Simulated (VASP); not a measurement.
# GeIrRu3 (Pm-3m) in VASP: notebook

GeIrRu3 is run at these levels: PBE; tasks: single point, relaxation of cell and atoms.

Program: VASP 6.6.1. These are calculated values, not measurements. Logs are shortened: lines on timing, memory, paths and dates and some standing lists are left out, and cuts for length are marked.

### Step 1. The cell of the first run

The structure is cubic, space group Pm-3m (No. 221). Conventional cell: a = 3.977 Å, b = 3.977 Å, c = 3.977 Å, α = 90.00°, β = 90.00°, γ = 90.00°. Within 2.6 Å of Ge (site symmetry m-3m) lie 6 Ru at 1.99 Å. Within 2.6 Å of Ru (site symmetry 4/mmm) lie 2 Ge at 1.99 Å. Within 3.7 Å of Ir (site symmetry m-3m) lie 12 Ru at 2.81 Å and 8 Ge at 3.44 Å.

The cell was generated, and may not be a known phase.

### Step 2. Single point, PBE

INCAR

```
SYSTEM = GeIrRu3
  PREC = Accurate
  ENCUT = 520
  EDIFF = 1E-7
  ISMEAR = 0
  SIGMA = 0.1
  LREAL = .FALSE.
  LASPH = .TRUE.
  NELM = 100
  ALGO = Fast
  ISIF = 2
  LWAVE = .FALSE.
  LCHARG = .FALSE.
  GGA = PE
  NBANDS = 40
```

KPOINTS

```
regular mesh
0
G
  4 4 4
  0 0 0
```

POSCAR

```
GeIrRu3
1.0
    3.9766198500      0.0000000000      0.0000000000
    0.0000000000      3.9766198500      0.0000000000
    0.0000000000      0.0000000000      3.9766198500
Ge Ru Ir
1 3 1
Direct
    0.5000000000      0.5000000000      0.5000000000
    0.0000000000      0.5000000000      0.5000000000
    0.5000000000      0.0000000000      0.5000000000
    0.5000000000      0.5000000000      0.0000000000
    0.0000000000      0.0000000000      0.0000000000
```

Potentials or basis: VASP PAW PBE potentials, release 64 (Ge_d, Ru_pv, Ir).

Command:

```bash
$ cat potpaw_PBE.64/Ge_d/POTCAR potpaw_PBE.64/Ru_pv/POTCAR potpaw_PBE.64/Ir/POTCAR > POTCAR
$ mpirun -np 1 vasp_std > vasp.out
```

OUTCAR:

```text
SYSTEM = GeIrRu3
   PREC = Accurate
   ENCUT = 520
   EDIFF = 1E-7
   ISMEAR = 0
   LREAL = .FALSE.
   LASPH = .TRUE.
   NELM = 100
   ISIF = 2
   GGA = PE

 ion  position               nearest neighbor table
   1  0.500  0.500  0.500-   2 1.99   3 1.99   4 1.99   4 1.99   3 1.99   2 1.99
   2  0.000  0.500  0.500-   1 1.99   1 1.99   4 2.81   5 2.81   4 2.81   5 2.81   3 2.81   5 2.81
                             5 2.81   3 2.81   3 2.81   4 2.81   4 2.81   3 2.81
   3  0.500  0.000  0.500-   1 1.99   1 1.99   4 2.81   5 2.81   4 2.81   5 2.81   2 2.81   2 2.81
                             4 2.81   4 2.81   2 2.81   5 2.81   5 2.81   2 2.81
   4  0.500  0.500  0.000-   1 1.99   1 1.99   3 2.81   5 2.81   2 2.81   2 2.81   3 2.81   3 2.81
                             5 2.81   3 2.81   2 2.81   5 2.81   2 2.81   5 2.81
   5  0.000  0.000  0.000-   2 2.81   3 2.81   4 2.81   2 2.81   3 2.81   2 2.81   4 2.81   2 2.81
                             3 2.81   4 2.81   3 2.81   4 2.81

  LATTYP: Found a simple cubic cell.
 ALAT       =     3.9766198500

  Lattice vectors:

 A1 = (   3.9766198500,   0.0000000000,   0.0000000000)
 A2 = (   0.0000000000,   3.9766198500,   0.0000000000)
 A3 = (   0.0000000000,   0.0000000000,   3.9766198500)

Analysis of symmetry for initial positions (statically):
=====================================================================
 Subroutine PRICEL returns:
 Original cell was already a primitive cell.

 Routine SETGRP: Setting up the symmetry group for a
 simple cubic supercell.

 Subroutine GETGRP returns: Found 48 space group operations
 (whereof 48 operations were pure point group operations)
 out of a pool of 48 trial point group operations.

The static configuration has the point symmetry O_h .

Analysis of symmetry for dynamics (positions and initial velocities):
=====================================================================
 Subroutine PRICEL returns:
 Original cell was already a primitive cell.

 Routine SETGRP: Setting up the symmetry group for a
 simple cubic supercell.

 Subroutine GETGRP returns: Found 48 space group operations
 (whereof 48 operations were pure point group operations)
 out of a pool of 48 trial point group operations.

The dynamic configuration has the point symmetry O_h .

 Subroutine INISYM returns: Found 48 space group operations
 (whereof 48 operations are pure point group operations),
 and found     1 'primitive' translations

----------------------------------------------------------------------------------------

                                     Primitive cell

  volume of cell :      62.8843

  direct lattice vectors                    reciprocal lattice vectors
     3.976619850  0.000000000  0.000000000     0.251469851  0.000000000  0.000000000
     0.000000000  3.976619850  0.000000000     0.000000000  0.251469851  0.000000000
     0.000000000  0.000000000  3.976619850     0.000000000  0.000000000  0.251469851

  length of vectors
     3.976619850  3.976619850  3.976619850     0.251469851  0.251469851  0.251469851

  position of ions in fractional coordinates (direct lattice)
     0.500000000  0.500000000  0.500000000
     0.000000000  0.500000000  0.500000000
     0.500000000  0.000000000  0.500000000
     0.500000000  0.500000000  0.000000000
     0.000000000  0.000000000  0.000000000

  ion indices of the primitive-cell ions
   primitive index   ion index
                 1           1
                 2           2
                 3           3
                 4           4
                 5           5

----------------------------------------------------------------------------------------

 KPOINTS: regular mesh

Automatic generation of k-mesh.
 Grid dimensions read from file:
 generate k-points for:    4    4    4

 Generating k-lattice:

  Cartesian coordinates                     Fractional coordinates (reciprocal lattice)
     0.062867463  0.000000000  0.000000000     0.250000000  0.000000000  0.000000000
     0.000000000  0.062867463  0.000000000     0.000000000  0.250000000  0.000000000
     0.000000000  0.000000000  0.062867463     0.000000000  0.000000000  0.250000000

  Length of vectors
     0.062867463  0.062867463  0.062867463

  Shift w.r.t. Gamma in fractional coordinates (k-lattice)
     0.000000000  0.000000000  0.000000000

 Subroutine IBZKPT returns following result:
 ===========================================

 Found     10 irreducible k-points:

 Following reciprocal coordinates:
            Coordinates               Weight
  0.000000  0.000000  0.000000      1.000000
  0.250000  0.000000  0.000000      6.000000
  0.500000  0.000000  0.000000      3.000000
  0.250000  0.250000  0.000000     12.000000
  0.500000  0.250000  0.000000     12.000000
  0.500000  0.500000  0.000000      3.000000
  0.250000  0.250000  0.250000      8.000000
  0.500000  0.250000  0.250000     12.000000
  0.500000  0.500000  0.250000      6.000000
  0.500000  0.500000  0.500000      1.000000
   k-points           NKPTS =     10   k-points in BZ     NKDIM =     10   number of bands    NBANDS=     40
   number of dos      NEDOS =    301   number of ions     NIONS =      5
   total plane-waves  NPLWV =  27000
   dimension x,y,z NGX =    30 NGY =   30 NGZ =   30
   dimension x,y,z NGXF=    60 NGYF=   60 NGZF=   60
   ions per type =               1   3   1
   NGX,Y,Z   is equivalent  to a cutoff of  12.54, 12.54, 12.54 a.u.
   NGXF,Y,Z  is equivalent  to a cutoff of  25.08, 25.08, 25.08 a.u.
 SYSTEM =  GeIrRu3
   PREC   = accura    normal or accurate (medium, high low for compatibility)
   ISTART =      0    job   : 0-new  1-cont  2-samecut
   ICHARG =      2    charge: 1-file 2-atom 10-const
   ISPIN  =      1    spin polarized calculation?
   LNONCOLLINEAR =      F non collinear calculations
   LSORBIT =      F    spin-orbit coupling
   LASPH  =      T    aspherical Exc in radial PAW
   ENCUT  =  520.0 eV  38.22 Ry    6.18 a.u.   7.39  7.39  7.39*2*pi/ulx,y,z
   NELM   =    100;   NELMIN=  2; NELMDL= -5     # of ELM steps
   EDIFF  = 0.1E-06   stopping-criterion for ELM
   LREAL  =      F    real-space projection
   EDIFFG = 0.1E-05   stopping-criterion for IOM
   NSW    =      0    number of steps for IOM
   IBRION =     -1    ionic relax: 0-MD 1-quasi-New 2-CG
   NFREE  =      0    steps in history (QN), initial steepest desc. (CG)
   ISIF   =      2    stress and relaxation
   ISYM   =      2    0-nonsym 1-usesym 2-fastsym
   POTIM  = 0.5000    time-step for ionic-motion
   TEBEG  =    0.0;   TEEND  =   0.0 temperature during run
   PSTRESS=    0.0 pullay stress
   NELECT =      65.0000    total number of electrons
   NUPDOWN=      -1.0000    fix difference up-down
   EMIN   =  10.00;   EMAX   =-10.00  energy-range for DOS
   EFERMI =   0.00;   METHOD = LEGACY
   ISMEAR =     0;   SIGMA  =   0.10  broadening in eV -4-tet -1-fermi 0-gaus
   EFERMI_NEDOS =   21; number of points for ismear=-14 and -15
   IALGO  =     68    algorithm
   IMIX   =      4    mixing-type and parameters
     AMIX     =   0.40;   BMIX     =  1.00
     AMIX_MAG =   1.60;   BMIX_MAG =  1.00
  volume/ion in A,a.u.               =      12.58        84.87
  Fermi-wavevector in a.u.,A,eV,Ry     =   1.655256  3.127981 37.278234  2.739873
  Thomas-Fermi vector in A             =   2.743383
   LORBIT       =      0    0 simple, 1 ext, 2 COOP (PROOUT), +10 PAW based schemes
   GGA     = PE    functional components
   LHFCALC =     F    Hartree Fock is set to
   AEXX    =    0.0000 exact exchange contribution
   IVDW    =     0    specifies the selected vdW correction
   LEPSILON=     F    determine dielectric tensor
   LRPA    =     F    only Hartree local field effects (RPA)
 non-spin polarized calculation
 RMM-DIIS sequential band-by-band and
 Gauss-broadening in eV      SIGMA  =   0.10
  energy-cutoff  :      520.00
  volume of cell :       62.88
 maximum number of plane-waves:      1743
 NGX is ok and might be reduce to    30
   NGX = 15   NGY = 15   NGZ = 15

 number of electron      64.9999982 magnetization

 Free energy of the ion-electron system (eV)
  ---------------------------------------------------
  ext. energy  EPLUGINS =         0.00000000
  ---------------------------------------------------
  free energy    TOTEN  =       -27.21099361 eV

  energy without entropy =      -27.17549462  energy(sigma->0) =      -27.19324411

 E-fermi :  12.8141     XC(G=0): -14.2366

 val. band max:       12.7453715151   @ k =   0.5000   0.5000   0.2500
 cond. band min:      12.8285470785   @ k =   0.2500   0.2500   0.0000
 fundamental gap:      0.0831755634
 Fermi energy:        12.8141178304

 k-point     1 :       0.0000    0.0000    0.0000
  band No.  band energies     occupation
      1     -30.8985      2.00000
      2     -30.8985      2.00000
      3     -30.8985      2.00000
      4     -29.9711      2.00000
      5     -29.9711      2.00000
      6     -29.9711      2.00000
[... 32 lines left out ...]
     39      20.0215      0.00000
     40      20.0215      0.00000

 k-point     2 :       0.2500    0.0000    0.0000
  band No.  band energies     occupation
      1     -30.9195      2.00000
      2     -30.8796      2.00000
      3     -30.8796      2.00000
      4     -30.0184      2.00000
      5     -29.9942      2.00000
      6     -29.9942      2.00000
[... 32 lines left out ...]
     39      19.5769      0.00000
     40      20.8979      0.00000

 k-point     3 :       0.5000    0.0000    0.0000
  band No.  band energies     occupation
      1     -30.9418      2.00000
      2     -30.8596      2.00000
      3     -30.8596      2.00000
      4     -30.0658      2.00000
      5     -30.0194      2.00000
      6     -30.0194      2.00000
[... 32 lines left out ...]
     39      19.8455      0.00000
     40      21.5802      0.00000

 k-point     4 :       0.2500    0.2500    0.0000
  band No.  band energies     occupation
      1     -31.0254      2.00000
      2     -30.8605      2.00000
      3     -30.7935      2.00000
      4     -30.1213      2.00000
      5     -29.9976      2.00000
      6     -29.9961      2.00000
[... 32 lines left out ...]
     39      17.9768      0.00000
     40      22.2307      0.00000

 k-point     5 :       0.5000    0.2500    0.0000
  band No.  band energies     occupation
      1     -31.0867      2.00000
      2     -30.8403      2.00000
      3     -30.7527      2.00000
      4     -30.1803      2.00000
      5     -30.0204      2.00000
      6     -30.0203      2.00000
[... 32 lines left out ...]
     39      18.7748      0.00000
     40      21.9009      0.00000

 k-point     6 :       0.5000    0.5000    0.0000
  band No.  band energies     occupation
      1     -31.1747      2.00000
      2     -30.8198      2.00000
      3     -30.7025      2.00000
      4     -30.2429      2.00000
      5     -30.0211      2.00000
      6     -30.0211      2.00000
[... 32 lines left out ...]
     39      20.2957      0.00000
     40      22.2611      0.00000

 k-point     7 :       0.2500    0.2500    0.2500
  band No.  band energies     occupation
      1     -31.1325      2.00000
      2     -30.7827      2.00000
      3     -30.7827      2.00000
      4     -30.1335      2.00000
      5     -30.1098      2.00000
      6     -30.1098      2.00000
[... 32 lines left out ...]
     39      18.8162      0.00000
     40      20.4114      0.00000

 k-point     8 :       0.5000    0.2500    0.2500
  band No.  band energies     occupation
      1     -31.2091      2.00000
      2     -30.7710      2.00000
      3     -30.7359      2.00000
      4     -30.1877      2.00000
      5     -30.1638      2.00000
      6     -30.1163      2.00000
[... 32 lines left out ...]
     39      18.7216      0.00000
     40      18.7556      0.00000

 k-point     9 :       0.5000    0.5000    0.2500
  band No.  band energies     occupation
      1     -31.3013      2.00000
      2     -30.7482      2.00000
      3     -30.7022      2.00000
      4     -30.2403      2.00000
      5     -30.1736      2.00000
      6     -30.1736      2.00000
[... 32 lines left out ...]
     39      19.4095      0.00000
     40      20.7934      0.00000

 k-point    10 :       0.5000    0.5000    0.5000
  band No.  band energies     occupation
      1     -31.4020      2.00000
      2     -30.7019      2.00000
      3     -30.7019      2.00000
      4     -30.2376      2.00000
      5     -30.2376      2.00000
      6     -30.2376      2.00000
[... 32 lines left out ...]
     39      19.1521      0.00000
     40      19.5135      0.00000

------------------------ aborting loop because EDIFF is reached ----------------------------------------

  FORCE on cell =-STRESS in cart. coord.  units (eV):
  Direction    XX          YY          ZZ          XY          YZ          ZX
  --------------------------------------------------------------------------------------
  -------------------------------------------------------------------------------------
  Total       46.7126991     46.7126991     46.7126991     -0.0000000     -0.0000000      0.0000000
  in kB     1190.1544271   1190.1544271   1190.1544271     -0.0000000     -0.0000000      0.0000000
  external PRESSURE =    1190.1544271 kB  Pullay stress =       0.0000000 kB

 VOLUME and BASIS-vectors are now :
 -----------------------------------------------------------------------------
  energy-cutoff  :      520.00
  volume of cell :       62.88
      direct lattice vectors                 reciprocal lattice vectors
     3.976619850  0.000000000  0.000000000     0.251469851  0.000000000  0.000000000
     0.000000000  3.976619850  0.000000000     0.000000000  0.251469851  0.000000000
     0.000000000  0.000000000  3.976619850     0.000000000  0.000000000  0.251469851

 POSITION                                       TOTAL-FORCE (eV/Angst)
 -----------------------------------------------------------------------------------
      1.98831      1.98831      1.98831         0.000000      0.000000      0.000000
      0.00000      1.98831      1.98831         0.000000      0.000000      0.000000
      1.98831      0.00000      1.98831         0.000000      0.000000      0.000000
      1.98831      1.98831      0.00000         0.000000      0.000000      0.000000
      0.00000      0.00000      0.00000         0.000000      0.000000      0.000000
 -----------------------------------------------------------------------------------
    total drift:                                0.000000      0.000000     -0.000000

  FREE ENERGIE OF THE ION-ELECTRON SYSTEM (eV)
  ---------------------------------------------------
  free  energy   TOTEN  =       -27.2109936121 eV

  energy  without entropy=      -27.1754946160  energy(sigma->0) =      -27.19324411
```

It took 47 s on 1 thread of Intel Xeon 8259CL, shared host; peak memory 0.18 GiB.

Results:

```
Free energy            : -27.2110 eV
Pressure               : 119.0 GPa
Band gap on the k mesh : zero (an odd number of electrons rules out a gap without spin polarisation)
```

Levels at points of the mesh, in eV from the Fermi level:
```csv
k point,band 28,band 29,band 30,band 31,band 32,band 33,band 34,band 35,band 36,band 37
"(0.00, 0.00, 0.00)",-0.86,-0.86,0.44,0.44,0.80,0.80,0.80,1.07,1.49,1.49
"(0.50, 0.00, 0.00)",-1.80,-1.66,-1.35,-1.35,-1.31,-0.53,0.14,0.80,1.49,4.37
"(0.50, 0.50, 0.00)",-2.83,-1.72,-1.62,-1.43,-1.18,-1.18,-0.56,2.00,2.15,2.15
"(0.50, 0.50, 0.50)",-0.15,-0.15,-0.15,0.05,0.05,0.05,0.65,0.65,0.65,1.06
```

Caveat: the k points lie up to 0.40 Å⁻¹ apart, too coarse for converged energies and pressures of a metal; spin-orbit coupling is left out, which moves the levels of the heavy elements.

(Part 1 of 2 ends here.)

The gap in the log of VASP goes by the Fermi energy; the results here count the filled bands.